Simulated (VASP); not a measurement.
Runs of VASP 6.6.1 on HfB2. The structure is that of space group P6/mmm (No. 191), or close to it. The cells are those of the table. 

```tsv
task	cell	gap on the mesh (eV)	pressure (GPa)
single point	a = 3.129, b = 3.129, c = 3.468 Å, angles 90.0, 90.0, 120.0°, 3 atoms	none	-1.9
single point	a = 3.202, b = 3.202, c = 3.548 Å, angles 90.0, 90.0, 120.0°, 3 atoms	none	-17.4
electric field gradients	a = 3.161, b = 3.161, c = 3.503 Å, angles 90.0, 90.0, 120.0°, 3 atoms	none	(a)
electric field gradients	a = 3.119, b = 3.119, c = 3.457 Å, angles 90.0, 90.0, 120.0°, 3 atoms	none	0.7
electric field gradients	a = 3.098, b = 3.098, c = 3.433 Å, angles 90.0, 90.0, 120.0°, 3 atoms	none	6.5
single point	a = 3.076, b = 3.076, c = 3.409 Å, angles 90.0, 90.0, 120.0°, 3 atoms	none	12.9
electric field gradients	a = 3.150, b = 3.150, c = 3.492 Å, angles 90.0, 90.0, 120.0°, 3 atoms	none	-6.9
electric field gradients	a = 3.202, b = 3.202, c = 3.548 Å, angles 90.0, 90.0, 120.0°, 3 atoms	none	-17.4
electric field gradients	a = 3.076, b = 3.076, c = 3.409 Å, angles 90.0, 90.0, 120.0°, 3 atoms	none	12.9
single point	a = 3.119, b = 3.119, c = 3.457 Å, angles 90.0, 90.0, 120.0°, 3 atoms	none	0.7
```

Alike in all rows: level PBEsol; potentials or basis VASP PAW PBE potentials, release 64 (Hf_pv, B); no spin polarisation; k mesh 13 × 13 × 11; cutoff (eV) 520; smearing fermi-dirac 0.05 eV.

Question: Fill in the values left out.

Answer: (a) -9.2.

Caveats: the PAW data sets were made with another functional, which shifts forces and pressure a little; spin-orbit coupling is left out, which moves the levels of the heavy elements; the cell stands under tension (at least some runs); the cell stands under pressure (at least some runs).

A k mesh can miss the band edges, and the runs leave out spin-orbit coupling on Hf.

A gap of «none» marks levels without a gap at the run's occupations.
